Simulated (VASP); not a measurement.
# Si2GeO6 (C2) in VASP: notebook, part 2 of 2

VASP 6.6.1. The steps go on from the part before.

### Step 3. Single point, r2SCAN

File POSCAR:

```
Si2GeO6
1.0
    4.4024349157     -2.4992802996     -0.0003030031
    4.4024349157      2.4992802996     -0.0003030031
   -0.0632412998      0.0000000000      5.5720477132
Si Ge O
2 1 6
Direct
    0.9983557915      0.4665466619      0.1629753340
    0.5334533381      0.0016442085      0.8370246660
    0.4703500628      0.5296499372      0.5000000000
    0.2774712104      0.1487436757      0.0500218076
    0.6050250594      0.2588427521      0.7326651523
    0.1187384611      0.5958074956      0.3827585995
    0.4041925044      0.8812615389      0.6172414005
    0.8512563243      0.7225287896      0.9499781924
    0.7411572479      0.3949749406      0.2673348477
```

File INCAR.step1:

```
SYSTEM = Si2GeO6
ALGO = Normal ; EDIFF = 1E-4
ENCUT = 520 ; GGA = PE
ISMEAR = 0 ; LASPH = .True.
LCHARG = .False. ; LREAL = .False.
LWAVE = .True. ; NBANDS = 39
NELM = 60 ; PREC = Accurate
SIGMA = 0.02
```

File INCAR.step2:

```
SYSTEM = Si2GeO6
ALGO = Normal ; EDIFF = 1E-6
ENCUT = 520 ; ISIF = 2
ISMEAR = 0 ; ISTART = 1
LASPH = .True. ; LCHARG = .False.
LMIXTAU = .True. ; LREAL = .False.
LWAVE = .False. ; METAGGA = R2SCAN
NBANDS = 39 ; NELM = 60
PREC = Accurate ; SIGMA = 0.02
```

File KPOINTS:

```
k-points
0
Gamma
  6 6 4
  0 0 0
```

Potentials or basis: VASP PAW PBE potentials, release 64 (Si, Ge_d, O).

On the command line:

```
cat potpaw_PBE.64/Si/POTCAR potpaw_PBE.64/Ge_d/POTCAR potpaw_PBE.64/O/POTCAR > POTCAR
cp INCAR.step1 INCAR
mpirun -np 1 vasp_std > vasp.out
cp INCAR.step2 INCAR
mpirun -np 1 vasp_std > vasp.out
```

OUTCAR:

```text
SYSTEM = Si2GeO6
   EDIFF = 1E-6
   ENCUT = 520
   ISIF = 2
   ISMEAR = 0
   ISTART = 1
   LASPH = .True.
   LREAL = .False.
   METAGGA = R2SCAN
   NELM = 60
   PREC = Accurate

 ion  position               nearest neighbor table
   1  0.998  0.467  0.163-   4 1.63   8 1.63   9 1.63   6 1.64   2 3.11   2 3.11
   2  0.533  0.002  0.837-   8 1.63   4 1.63   5 1.63   7 1.64   1 3.11   1 3.11
   3  0.470  0.530  0.500-   6 1.75   7 1.75   5 1.76   9 1.76
   4  0.277  0.149  0.050-   1 1.63   2 1.63
   5  0.605  0.259  0.733-   2 1.63   3 1.76
   6  0.119  0.596  0.383-   1 1.64   3 1.75
   7  0.404  0.881  0.617-   2 1.64   3 1.75
   8  0.851  0.723  0.950-   2 1.63   1 1.63
   9  0.741  0.395  0.267-   1 1.63   3 1.76

  LATTYP: Found a base centered monoclinic cell.
 ALAT       =     8.8048698523
 B/A-ratio  =     0.5677040868
 C/A-ratio  =     0.6328777916
 COS(beta)  =    -0.0114178321

  Lattice vectors:

 A1 = (   4.4024349157,  -2.4992802996,  -0.0003030031)
 A2 = (   4.4024349157,   2.4992802996,  -0.0003030031)
 A3 = (  -0.0632412998,   0.0000000000,   5.5720477132)

[... 197 lines left out ...]
  band No.  band energies     occupation
      1     -23.8115      2.00000
      2     -23.7928      2.00000
      3     -23.7872      2.00000
      4     -23.4931      2.00000
      5     -23.4855      2.00000
      6     -19.9420      2.00000
[... 997 lines left out ...]
     38      12.4692      0.00000
     39      12.6825      0.00000

 [... further k-points ...]

------------------------ aborting loop because EDIFF is reached ----------------------------------------

  FORCE on cell =-STRESS in cart. coord.  units (eV):
  Direction    XX          YY          ZZ          XY          YZ          ZX
  --------------------------------------------------------------------------------------
  -------------------------------------------------------------------------------------
  Total       -3.9463529     -4.0476252     -4.0697443      0.0000000      0.0000000     -0.0301213
  in kB      -51.5648914    -52.8881628    -53.1771811      0.0000000      0.0000000     -0.3935795
  external PRESSURE =     -52.5434118 kB  Pullay stress =       0.0000000 kB

 VOLUME and BASIS-vectors are now :
 -----------------------------------------------------------------------------
  energy-cutoff  :      520.00
  volume of cell :      122.62
      direct lattice vectors                 reciprocal lattice vectors
     4.402434916 -2.499280300 -0.000303003     0.113573602 -0.200057593  0.001289031
     4.402434916  2.499280300 -0.000303003     0.113573602  0.200057593  0.001289031
    -0.063241300  0.000000000  5.572047713     0.000012352  0.000000000  0.179467376

 POSITION                                       TOTAL-FORCE (eV/Angst)
 -----------------------------------------------------------------------------------
      6.43883     -1.32914      0.90766        -0.047727     -0.019826     -0.033559
      2.30280     -1.32914      4.66378         0.047727     -0.019826      0.033559
      4.37081      0.14821      2.78572        -0.000000      0.027888     -0.000000
      1.87322     -0.32173      0.27859         0.202021      0.113361     -0.140112
      3.75679     -0.86521      4.08218        -0.198399      0.197336     -0.210847
      3.12154      1.19233      2.13253         0.040030     -0.304815     -0.131250
      5.62009      1.19233      3.43891        -0.040030     -0.304815      0.131250
      6.86841     -0.32173      5.29285        -0.202021      0.113361      0.140112
      4.98484     -0.86521      1.48926         0.198399      0.197336      0.210847
 -----------------------------------------------------------------------------------
    total drift:                               -0.000000     -0.002989     -0.000000

  FREE ENERGIE OF THE ION-ELECTRON SYSTEM (eV)
  ---------------------------------------------------
  free  energy   TOTEN  =       -90.5552364597 eV

  energy  without entropy=      -90.5552364597  energy(sigma->0) =      -90.55523646
```

OSZICAR.step1:

```text
N       E                     dE             d eps       ncg     rms          rms(c)
DAV:   1     0.557577049915E+03    0.55758E+03   -0.29209E+04  4922   0.242E+03
DAV:   2     0.130477273161E+02   -0.54453E+03   -0.51367E+03  4337   0.776E+02
DAV:   3    -0.706869345503E+02   -0.83735E+02   -0.83068E+02  4284   0.171E+02
DAV:   4    -0.759704032869E+02   -0.52835E+01   -0.52737E+01  4824   0.511E+01
DAV:   5    -0.760977098853E+02   -0.12731E+00   -0.12727E+00  4536   0.726E+00    0.229E+01
DAV:   6    -0.663754979627E+02    0.97222E+01   -0.33138E+01  5276   0.907E+01    0.958E+00
DAV:   7    -0.665756249741E+02   -0.20013E+00   -0.32294E+00  4436   0.850E+00    0.441E+00
DAV:   8    -0.665686379453E+02    0.69870E-02   -0.26225E-01  5660   0.463E+00    0.131E+00
DAV:   9    -0.665693645317E+02   -0.72659E-03   -0.75238E-02  6028   0.249E+00    0.267E-01
DAV:  10    -0.665704869754E+02   -0.11224E-02   -0.49610E-03  5005   0.619E-01    0.138E-01
DAV:  11    -0.665710284400E+02   -0.54146E-03   -0.59149E-04  4556   0.164E-01    0.618E-02
DAV:  12    -0.665711100742E+02   -0.81634E-04   -0.54776E-05  3373   0.537E-02
   1 F= -.66571110E+02 E0= -.66571110E+02  d E =-.499382E-23
```

It took 12 min on 1 thread of AMD EPYC 7R13 (Zen 3), shared host; peak memory 0.35 GiB.

What came out:

* Free energy: -90.5552 eV
* Pressure: -5.3 GPa
* Largest force: 0.350 eV/Å
* Band gap on the k mesh: 5.20 eV (least direct gap 5.38 eV)

Forces in eV/Å, atoms in the order of the input:
```
Si  -0.048 -0.020 -0.034
Si   0.048 -0.020  0.034
Ge   0.000  0.028  0.000
O    0.202  0.113 -0.140
O   -0.198  0.197 -0.211
O    0.040 -0.305 -0.131
O   -0.040 -0.305  0.131
O   -0.202  0.113  0.140
O    0.198  0.197  0.211
```

Levels at points of the mesh, in eV from the valence-band top:
| k point | band 26 | band 27 | band 28 | band 29 | band 30 | band 31 | band 32 | band 33 |
| --- | --- | --- | --- | --- | --- | --- | --- | --- |
| (0.00, 0.00, 0.00) | -1.03 | -0.61 | -0.26 | -0.18 | 5.20 | 8.99 | 9.56 | 9.89 |
| (0.50, 0.00, 0.00) | -0.75 | -0.65 | -0.22 | -0.07 | 6.65 | 8.96 | 9.49 | 9.93 |
| (0.50, 0.50, 0.00) | -0.84 | -0.44 | -0.22 | -0.06 | 7.03 | 8.25 | 9.54 | 9.62 |
| (0.00, 0.00, 0.50) | -1.02 | -0.36 | -0.28 | -0.08 | 6.44 | 8.03 | 9.41 | 9.92 |
| (0.50, 0.00, 0.50) | -0.82 | -0.68 | -0.55 | -0.16 | 6.79 | 9.36 | 9.71 | 10.29 |
| (0.50, 0.50, 0.50) | -0.91 | -0.58 | -0.35 | -0.05 | 6.87 | 9.23 | 9.35 | 9.96 |

Caveat: the cell stands under tension; the PAW data sets were made with another functional, which shifts forces and pressure a little.
